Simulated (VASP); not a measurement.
A run of VASP 6.6.1 is set up as follows.

Contents of INCAR:

```
PREC     = Accurate       # precision mode
ENCUT    = 520            # plane-wave cutoff, eV
EDIFF    = 1E-7           # SCF threshold, eV
ISMEAR   = 0              # smearing method
SIGMA    = 0.1            # smearing width, eV
LREAL    = False          # projectors in reciprocal space
LASPH    = True           # aspherical terms in the spheres
NELM     = 100            # most SCF steps
ALGO     = Normal         # electronic algorithm
ISIF     = 2              # what is computed and relaxed
LWAVE    = False          # write WAVECAR
LCHARG   = False          # write CHGCAR
GGA      = PE             # functional
NBANDS   = 16             # bands
```

KPOINTS

```
Automatic mesh
0
Gamma
  15 15 14
```

File POSCAR:

```
WC
1.0
    2.9005014360      0.0000000000      0.0000000000
   -1.4502507180      2.5119079273      0.0000000000
    0.0000000000      0.0000000000      2.8290000000
W C
1 1
Direct
    0.0007824357      0.0464467661     -0.1238600212
    0.6666666667      0.3333333333      0.5000000000
```

Potentials or basis: VASP PAW PBE potentials, release 64 (W_sv, C).

The run is started by

```bash
$ cat potpaw_PBE.64/W_sv/POTCAR potpaw_PBE.64/C/POTCAR > POTCAR
$ mpirun -np 1 vasp_std > vasp.out
```

Problem. Estimate the largest force.

Solution. 6.898 eV/Å.

Problem. What does it give for the band gap on the k mesh?

Solution. Zero (bands 9 and 10 overlap by 1.88 eV).

Problem. Estimate the pressure.

Solution. 40.7 GPa.

Forces in eV/Å, atoms in the order of the input:
```
W    1.742 -2.291  6.269
C   -1.742  2.291 -6.269
```

Caveat: the cell differs from its parent crystal (one atom moved); the stress differs along the axes, from 28 to 53 GPa; spin-orbit coupling is left out, which moves the levels of the heavy elements; forces of over 1 eV/Å act on the atoms, so gaps and moduli don't describe the material at rest.
